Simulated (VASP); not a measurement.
# ZnSnP2 (I-42d) in VASP: a series of runs

ZnSnP2 is run at these levels: PBEsol; tasks: single point.

All numbers are computed with VASP 6.6.1; they aren't measurements. Logs are shortened: lines on timing, memory, paths and dates and some standing lists are left out, and cuts for length are marked.

## 1. The cell of the first run

It takes space group I-42d (No. 122, tetragonal). The conventional cell has a = 5.762 Å, b = 5.762 Å, c = 10.999 Å, α = 90.00°, β = 90.00°, γ = 90.00°. Within 3.1 Å of Zn (site symmetry -4) lie 4 P at 2.38 Å. Within 3.4 Å of Sn (site symmetry -4) lie 4 P at 2.54 Å. P (site symmetry 2) has 2 Zn at 2.38 Å and 2 Sn at 2.54 Å within 3.1 Å.

## 2. Single point, PBEsol

Input file INCAR:

```
ALGO     = Normal         # electronic algorithm
EDIFF    = 1E-6           # SCF threshold, eV
ENCUT    = 500            # plane-wave cutoff, eV
GGA      = PS             # functional
GGA_COMPAT= F            
ISIF     = 2              # what is computed and relaxed
ISMEAR   = 0              # smearing method
LASPH    = T              # aspherical terms in the spheres
LCHARG   = F              # write CHGCAR
LREAL    = F              # projectors in reciprocal space
LWAVE    = F              # write WAVECAR
NBANDS   = 46             # bands
NELM     = 120            # most SCF steps
PREC     = Accurate       # precision mode
SIGMA    = 0.05           # smearing width, eV
```

Input file KPOINTS:

```
k-points
0
Gamma
  8 8 8
```

Input file POSCAR:

```
ZnSnP2
1.0
   -2.8808500000      2.8808500000      5.4997500000
    2.8808500000     -2.8808500000      5.4997500000
    2.8808500000      2.8808500000     -5.4997500000
Zn Sn P
2 2 4
Direct
    0.7500000000      0.2500000000      0.5000000000
    0.0000000000      0.0000000000      0.0000000000
    0.2500000000      0.7500000000      0.5000000000
    0.5000000000      0.5000000000      0.0000000000
    0.3750000000      0.3504879709      0.4754879709
    0.6495120291      0.1250000000      0.0245120291
    0.1004879709      0.6250000000      0.9754879709
    0.8750000000      0.8995120291      0.5245120291
```

Potentials or basis: VASP PAW PBE potentials, release 64 (Zn, Sn_d, P).

The run is started by

```bash
> cat potpaw_PBE.64/Zn/POTCAR potpaw_PBE.64/Sn_d/POTCAR potpaw_PBE.64/P/POTCAR > POTCAR
> mpirun -np 1 vasp_std > vasp.out
```

OUTCAR:

```text
EDIFF = 1E-6
   ENCUT = 500
   GGA = PS
   ISIF = 2
   ISMEAR = 0
   LASPH = T
   LREAL = F
   NELM = 120
   PREC = Accurate

 ion  position               nearest neighbor table
   1  0.750  0.250  0.500-   5 2.38   6 2.38   7 2.38   8 2.38
   2  0.000  0.000  0.000-   5 2.38   6 2.38   7 2.38   8 2.38
   3  0.250  0.750  0.500-   6 2.54   5 2.54   8 2.54   7 2.54
   4  0.500  0.500  0.000-   8 2.54   6 2.54   7 2.54   5 2.54
   5  0.375  0.350  0.475-   1 2.38   2 2.38   4 2.54   3 2.54
   6  0.650  0.125  0.025-   1 2.38   2 2.38   4 2.54   3 2.54
   7  0.100  0.625  0.975-   1 2.38   2 2.38   3 2.54   4 2.54
   8  0.875  0.900  0.525-   1 2.38   2 2.38   3 2.54   4 2.54

  LATTYP: Found a body centered tetragonal cell.
 ALAT       =     5.7617000000
 C/A-ratio  =     1.9090719753

  Lattice vectors:

 A1 = (  -2.8808500000,   2.8808500000,   5.4997500000)
 A2 = (   2.8808500000,  -2.8808500000,   5.4997500000)
 A3 = (   2.8808500000,   2.8808500000,  -5.4997500000)

Analysis of symmetry for initial positions (statically):
=====================================================================
 Subroutine PRICEL returns:
 Original cell was already a primitive cell.

 Routine SETGRP: Setting up the symmetry group for a
 body centered tetragonal supercell.

 Subroutine GETGRP returns: Found  8 space group operations
 (whereof  4 operations were pure point group operations)
 out of a pool of 16 trial point group operations.

The static configuration has the point symmetry S_4 .
 The point group associated with its full space group is D_2d.

Analysis of symmetry for dynamics (positions and initial velocities):
=====================================================================
 Subroutine PRICEL returns:
 Original cell was already a primitive cell.

 Routine SETGRP: Setting up the symmetry group for a
 body centered tetragonal supercell.

 Subroutine GETGRP returns: Found  8 space group operations
 (whereof  4 operations were pure point group operations)
 out of a pool of 16 trial point group operations.

The dynamic configuration has the point symmetry S_4 .
 The point group associated with its full space group is D_2d.

 Subroutine INISYM returns: Found  8 space group operations
 (whereof  4 operations are pure point group operations),
 and found     1 'primitive' translations

----------------------------------------------------------------------------------------

                                     Primitive cell

  volume of cell :     182.5762

  direct lattice vectors                    reciprocal lattice vectors
    -2.880850000  2.880850000  5.499750000     0.000000000  0.173559887  0.090913223
     2.880850000 -2.880850000  5.499750000     0.173559887  0.000000000  0.090913223
     2.880850000  2.880850000 -5.499750000     0.173559887  0.173559887  0.000000000

  length of vectors
     6.844402348  6.844402348  6.844402348     0.195929193  0.195929193  0.245450746

  position of ions in fractional coordinates (direct lattice)
     0.750000000  0.250000000  0.500000000
     0.000000000  0.000000000  0.000000000
     0.250000000  0.750000000  0.500000000
     0.500000000  0.500000000  0.000000000
     0.375000000  0.350487971  0.475487971
     0.649512029  0.125000000  0.024512029
     0.100487971  0.625000000  0.975487971
     0.875000000  0.899512029  0.524512029

  ion indices of the primitive-cell ions
   primitive index   ion index
                 1           1
                 2           2
                 3           3
                 4           4
                 5           5
                 6           6
                 7           7
                 8           8

----------------------------------------------------------------------------------------

 KPOINTS: k-points

Automatic generation of k-mesh.
 Grid dimensions read from file:
 generate k-points for:    8    8    8

 Generating k-lattice:

  Cartesian coordinates                     Fractional coordinates (reciprocal lattice)
     0.000000000  0.021694986  0.011364153     0.125000000  0.000000000  0.000000000
     0.021694986  0.000000000  0.011364153     0.000000000  0.125000000  0.000000000
     0.021694986  0.021694986  0.000000000     0.000000000  0.000000000  0.125000000

  Length of vectors
     0.024491149  0.024491149  0.030681343

  Shift w.r.t. Gamma in fractional coordinates (k-lattice)
     0.000000000  0.000000000  0.000000000

 Subroutine IBZKPT returns following result:
 ===========================================

 Found     59 irreducible k-points:

 Following reciprocal coordinates:
            Coordinates               Weight
  0.000000  0.000000  0.000000      1.000000
  0.125000  0.000000  0.000000      8.000000
  0.250000  0.000000  0.000000      8.000000
  0.375000  0.000000  0.000000      8.000000
  0.500000  0.000000  0.000000      4.000000
  0.125000  0.125000  0.000000      8.000000
[... 16 lines left out ...]
  0.250000  0.125000  0.125000     16.000000
  0.375000  0.125000  0.125000      8.000000
 [... further k-points ...]
   k-points           NKPTS =     59   k-points in BZ     NKDIM =     59   number of bands    NBANDS=     46
   number of dos      NEDOS =    301   number of ions     NIONS =      8
   total plane-waves  NPLWV = 125000
   dimension x,y,z NGX =    50 NGY =   50 NGZ =   50
   dimension x,y,z NGXF=   100 NGYF=  100 NGZF=  100
   ions per type =               2   2   4
   NGX,Y,Z   is equivalent  to a cutoff of  12.14, 12.14, 12.14 a.u.
   NGXF,Y,Z  is equivalent  to a cutoff of  24.29, 24.29, 24.29 a.u.
 SYSTEM =  unknown system
   PREC   = accura    normal or accurate (medium, high low for compatibility)
   ISTART =      0    job   : 0-new  1-cont  2-samecut
   ICHARG =      2    charge: 1-file 2-atom 10-const
   ISPIN  =      1    spin polarized calculation?
   LNONCOLLINEAR =      F non collinear calculations
   LSORBIT =      F    spin-orbit coupling
   LASPH  =      T    aspherical Exc in radial PAW
   ENCUT  =  500.0 eV  36.75 Ry    6.06 a.u.  12.48 12.48 12.48*2*pi/ulx,y,z
   NELM   =    120;   NELMIN=  2; NELMDL= -5     # of ELM steps
   EDIFF  = 0.1E-05   stopping-criterion for ELM
   LREAL  =      F    real-space projection
   EDIFFG = 0.1E-04   stopping-criterion for IOM
   NSW    =      0    number of steps for IOM
   IBRION =     -1    ionic relax: 0-MD 1-quasi-New 2-CG
   NFREE  =      0    steps in history (QN), initial steepest desc. (CG)
   ISIF   =      2    stress and relaxation
   ISYM   =      2    0-nonsym 1-usesym 2-fastsym
   POTIM  = 0.5000    time-step for ionic-motion
   TEBEG  =    0.0;   TEEND  =   0.0 temperature during run
   PSTRESS=    0.0 pullay stress
   NELECT =      72.0000    total number of electrons
   NUPDOWN=      -1.0000    fix difference up-down
   EMIN   =  10.00;   EMAX   =-10.00  energy-range for DOS
   EFERMI =   0.00;   METHOD = LEGACY
   ISMEAR =     0;   SIGMA  =   0.05  broadening in eV -4-tet -1-fermi 0-gaus
   EFERMI_NEDOS =   21; number of points for ismear=-14 and -15
   IALGO  =     38    algorithm
   IMIX   =      4    mixing-type and parameters
     AMIX     =   0.40;   BMIX     =  1.00
     AMIX_MAG =   1.60;   BMIX_MAG =  1.00
  volume/ion in A,a.u.               =      22.82       154.01
  Fermi-wavevector in a.u.,A,eV,Ry     =   1.200524  2.268662 19.609510  1.441258
  Thomas-Fermi vector in A             =   2.336358
   LORBIT       =      0    0 simple, 1 ext, 2 COOP (PROOUT), +10 PAW based schemes
   GGA     = PS    functional components
   LHFCALC =     F    Hartree Fock is set to
   AEXX    =    0.0000 exact exchange contribution
   IVDW    =     0    specifies the selected vdW correction
   LEPSILON=     F    determine dielectric tensor
   LRPA    =     F    only Hartree local field effects (RPA)
 non-spin polarized calculation
 Gauss-broadening in eV      SIGMA  =   0.05
  energy-cutoff  :      500.00
  volume of cell :      182.58
 maximum number of plane-waves:      4680
 NGX is ok and might be reduce to    50

 number of electron      71.9999997 magnetization

 Free energy of the ion-electron system (eV)
  ---------------------------------------------------
  ext. energy  EPLUGINS =         0.00000000
  ---------------------------------------------------
  free energy    TOTEN  =       -36.08136820 eV

  energy without entropy =      -36.08136820  energy(sigma->0) =      -36.08136820

 E-fermi :   4.8794     XC(G=0):  -9.6911

 val. band max:        4.6454897392   @ k =   0.0000   0.0000   0.0000
 cond. band min:       5.1806760992   @ k =   0.0000   0.0000   0.0000
 fundamental gap:      0.5351863601
 Fermi energy:         4.8793524762

 k-point     1 :       0.0000    0.0000    0.0000
  band No.  band energies     occupation
      1     -16.9856      2.00000
      2     -16.9856      2.00000
      3     -16.9760      2.00000
      4     -16.9555      2.00000
      5     -16.9555      2.00000
      6     -16.9554      2.00000
[... 38 lines left out ...]
     45       9.4321      0.00000
     46       9.5210      0.00000

 k-point     2 :       0.1250    0.0000    0.0000
  band No.  band energies     occupation
      1     -16.9863      2.00000
      2     -16.9848      2.00000
      3     -16.9756      2.00000
      4     -16.9570      2.00000
      5     -16.9565      2.00000
      6     -16.9538      2.00000
[... 38 lines left out ...]
     45       9.2454      0.00000
     46       9.6214      0.00000

 k-point     3 :       0.2500    0.0000    0.0000
  band No.  band energies     occupation
      1     -16.9877      2.00000
      2     -16.9826      2.00000
      3     -16.9749      2.00000
      4     -16.9595      2.00000
      5     -16.9578      2.00000
      6     -16.9525      2.00000
[... 1018 lines left out ...]
     45       9.6815      0.00000
     46       9.9538      0.00000

 k-point    24 :       0.3750    0.1250    0.1250
  band No.  band energies     occupation
      1     -16.9857      2.00000
      2     -16.9771      2.00000
      3     -16.9760      2.00000
      4     -16.9648      2.00000
      5     -16.9586      2.00000
      6     -16.9557      2.00000
[... 38 lines left out ...]
     45       9.7858      0.00000
     46       9.9102      0.00000

 [... further k-points ...]

------------------------ aborting loop because EDIFF is reached ----------------------------------------

  FORCE on cell =-STRESS in cart. coord.  units (eV):
  Direction    XX          YY          ZZ          XY          YZ          ZX
  --------------------------------------------------------------------------------------
  -------------------------------------------------------------------------------------
  Total       -2.9042315     -2.9042315      0.0598965      0.0000000      0.0000000      0.0000000
  in kB      -25.4857594    -25.4857594      0.5256152      0.0000000      0.0000000      0.0000000
  external PRESSURE =     -16.8153012 kB  Pullay stress =       0.0000000 kB

 VOLUME and BASIS-vectors are now :
 -----------------------------------------------------------------------------
  energy-cutoff  :      500.00
  volume of cell :      182.58
      direct lattice vectors                 reciprocal lattice vectors
    -2.880850000  2.880850000  5.499750000     0.000000000  0.173559887  0.090913223
     2.880850000 -2.880850000  5.499750000     0.173559887  0.000000000  0.090913223
     2.880850000  2.880850000 -5.499750000     0.173559887  0.173559887  0.000000000

 POSITION                                       TOTAL-FORCE (eV/Angst)
 -----------------------------------------------------------------------------------
      0.00000      2.88085      2.74987        -0.000000     -0.000000      0.000000
      0.00000      0.00000      0.00000        -0.000000     -0.000000      0.000000
      2.88085      0.00000      2.74987        -0.000000     -0.000000     -0.000000
      0.00000      0.00000      5.49975        -0.000000     -0.000000     -0.000000
      1.29919      1.44043      1.37494         0.147460     -0.000000     -0.000000
     -1.44043      1.58166      4.12481        -0.000000     -0.147460     -0.000000
      4.32127      1.29919     -1.37494        -0.000000      0.147460     -0.000000
      1.58166      1.44043      6.87469        -0.147460     -0.000000     -0.000000
 -----------------------------------------------------------------------------------
    total drift:                                0.000001      0.000001     -0.000001

  FREE ENERGIE OF THE ION-ELECTRON SYSTEM (eV)
  ---------------------------------------------------
  free  energy   TOTEN  =       -36.0813682034 eV

  energy  without entropy=      -36.0813682034  energy(sigma->0) =      -36.08136820
```

It took 8.8 min on 1 thread of Intel Xeon Platinum 8259CL at 2.50GHz (Skylake/Cascade Lake), shared host; peak memory 0.61 GiB.

Results:

```
Free energy            : -36.0814 eV
Pressure               : -1.7 GPa
Largest force          : 0.147 eV/Å
Band gap on the k mesh : 0.54 eV
```

Forces in eV/Å, atoms in the order of the input:
```
Zn   0.000  0.000  0.000
Zn   0.000  0.000  0.000
Sn   0.000  0.000  0.000
Sn   0.000  0.000  0.000
P    0.147  0.000  0.000
P    0.000 -0.147  0.000
P    0.000  0.147  0.000
P   -0.147  0.000  0.000
```

Levels at points of the mesh, in eV from the valence-band top:
```
           k point  band 32  band 33  band 34  band 35  band 36  band 37  band 38  band 39  band 40  band 41
(0.00, 0.00, 0.00)    -2.84    -2.84    -0.22    -0.22     0.00     0.54     0.95     1.09     3.21     3.21
(0.50, 0.00, 0.00)    -2.50    -2.38    -1.95    -1.59    -1.07     2.31     2.35     2.68     3.47     3.52
(0.50, 0.50, 0.00)    -1.75    -1.40    -1.40    -0.91    -0.91     0.81     0.81     2.36     2.36     3.88
(0.50, 0.50, 0.50)    -2.66    -1.99    -1.99    -1.64    -1.64     1.07     1.07     1.24     1.24     1.98
```

Caveat: semilocal functionals underestimate gaps, and a narrow one can read as zero; the PAW data sets were made with another functional, which shifts forces and pressure a little; spin-orbit coupling is left out, which moves the levels of the heavy elements. A k mesh can miss the band edges.

## 3. Single point, PBEsol

This run uses another cell than the first one, of the same volume but with other edges.

Input file INCAR:

```
PREC = Accurate ; ENCUT = 500
EDIFF = 1E-6 ; ISMEAR = 0
SIGMA = 0.05 ; LREAL = F
LASPH = T ; NELM = 120
ALGO = Normal ; ISIF = 2
LWAVE = F ; LCHARG = F
GGA = PS ; NBANDS = 46
GGA_COMPAT = F
```

Input file KPOINTS:

```
Automatic mesh
0
Gamma
  8 8 8
```

POSCAR, as its differences from that of step 2:

```diff
@@ -2,5 +2,5 @@
 1.0
-   -2.8808500000      2.8808500000      5.4997500000
-    2.8808500000     -2.8808500000      5.4997500000
-    2.8808500000      2.8808500000     -5.4997500000
+   -2.8105826831      2.8105826831      5.7817500000
+    2.8105826831     -2.8105826831      5.7817500000
+    2.8105826831      2.8105826831     -5.7817500000
 Zn Sn P
```

Potentials or basis: VASP PAW PBE potentials, release 64 (Zn, Sn_d, P).

The run is started by

```bash
> cat potpaw_PBE.64/Zn/POTCAR potpaw_PBE.64/Sn_d/POTCAR potpaw_PBE.64/P/POTCAR > POTCAR
> mpirun -np 1 vasp_std > vasp.out
```

OUTCAR:

```text
PREC = Accurate
   ENCUT = 500
   EDIFF = 1E-6
   ISMEAR = 0
   LREAL = F
   LASPH = T
   NELM = 120
   ISIF = 2
   GGA = PS

 ion  position               nearest neighbor table
   1  0.750  0.250  0.500-   5 2.38   6 2.38   7 2.38   8 2.38
   2  0.000  0.000  0.000-   5 2.38   6 2.38   7 2.38   8 2.38
   3  0.250  0.750  0.500-   6 2.54   5 2.54   8 2.54   7 2.54
   4  0.500  0.500  0.000-   8 2.54   6 2.54   7 2.54   5 2.54
   5  0.375  0.350  0.475-   1 2.38   2 2.38   4 2.54   3 2.54
   6  0.650  0.125  0.025-   1 2.38   2 2.38   3 2.54   4 2.54
   7  0.100  0.625  0.975-   1 2.38   2 2.38   3 2.54   4 2.54
[... 1392 lines left out ...]
  Total       -1.3826499     -1.3826499     -3.0044025      0.0000000      0.0000000      0.0000000
  in kB      -12.1258102    -12.1258102    -26.3485470      0.0000000      0.0000000      0.0000000
  external PRESSURE =     -16.8667225 kB  Pullay stress =       0.0000000 kB

 VOLUME and BASIS-vectors are now :
 -----------------------------------------------------------------------------
  energy-cutoff  :      500.00
  volume of cell :      182.69
      direct lattice vectors                 reciprocal lattice vectors
    -2.810582683  2.810582683  5.781750000     0.000000000  0.177899054  0.086479007
     2.810582683 -2.810582683  5.781750000     0.177899054  0.000000000  0.086479007
     2.810582683  2.810582683 -5.781750000     0.177899054  0.177899054  0.000000000

 POSITION                                       TOTAL-FORCE (eV/Angst)
 -----------------------------------------------------------------------------------
      0.00000      2.81058      2.89087        -0.000000      0.000000     -0.000000
      0.00000      0.00000      0.00000        -0.000000      0.000000      0.000000
      2.81058      0.00000      2.89087         0.000000      0.000000     -0.000000
      0.00000      0.00000      5.78175         0.000000     -0.000000      0.000000
      1.26751      1.40529      1.44544         0.040564      0.000000      0.000000
     -1.40529      1.54308      4.33631        -0.000000     -0.040564     -0.000000
      4.21587      1.26751     -1.44544         0.000000      0.040564      0.000000
      1.54308      1.40529      7.22719        -0.040564     -0.000000     -0.000000
 -----------------------------------------------------------------------------------
    total drift:                                0.000000      0.000000      0.000000

  FREE ENERGIE OF THE ION-ELECTRON SYSTEM (eV)
  ---------------------------------------------------
  free  energy   TOTEN  =       -36.1188477183 eV

  energy  without entropy=      -36.1188477183  energy(sigma->0) =      -36.11884772
```

stdout:

```text
POSCAR found type information on POSCAR ZnSnP
 POSCAR found :  3 types and       8 ions
 scaLAPACK will be used
 -----------------------------------------------------------------------------
|                                                                             |
|                                                                             |
|     You enforced a specific xc type in the INCAR file but a different       |
|     I HOPE YOU KNOW WHAT YOU ARE DOING!                                     |
|                                                                             |
 -----------------------------------------------------------------------------

 LDA part: xc-table for (Slater+PW92), standard interpolation
 POSCAR, INCAR and KPOINTS ok, starting setup
 FFT: planning ... GRIDC
 FFT: planning ... GRID_SOFT
 FFT: planning ... GRID
 WAVECAR not read
 entering main loop
```

Wall time 13 min (1 thread of Intel Xeon Platinum 8375C at 2.90GHz (Ice Lake), shared host); peak memory 0.66 GiB.

Results:

```yaml
Free_energy: -36.1188 eV
Pressure: -1.7 GPa
Largest_force: 0.041 eV/Å
Band_gap_on_the_k_mesh: 0.63 eV
```

Forces on the atoms (eV/Å):
```
Zn   0.000  0.000  0.000
Zn   0.000  0.000  0.000
Sn   0.000  0.000  0.000
Sn   0.000  0.000  0.000
P    0.041  0.000  0.000
P    0.000 -0.041  0.000
P    0.000  0.041  0.000
P   -0.041  0.000  0.000
```

Levels at points of the mesh, in eV from the valence-band top:
```
           k point  band 32  band 33  band 34  band 35  band 36  band 37  band 38  band 39  band 40  band 41
(0.00, 0.00, 0.00)    -2.47    -2.47    -0.14     0.00     0.00     0.63     1.35     1.56     3.19     3.19
(0.50, 0.00, 0.00)    -2.51    -2.28    -2.00    -1.53    -1.07     2.29     2.47     2.58     3.52     3.56
(0.50, 0.50, 0.00)    -1.59    -1.04    -1.04    -0.85    -0.85     0.93     0.93     2.86     2.86     4.06
(0.50, 0.50, 0.50)    -2.73    -1.66    -1.66    -1.36    -1.36     1.20     1.20     1.21     1.21     2.17
```

Caveat: semilocal functionals underestimate gaps, and a narrow one can read as zero; the PAW data sets were made with another functional, which shifts forces and pressure a little; spin-orbit coupling is left out, which moves the levels of the heavy elements.

(Part 1 of 2 ends here.)
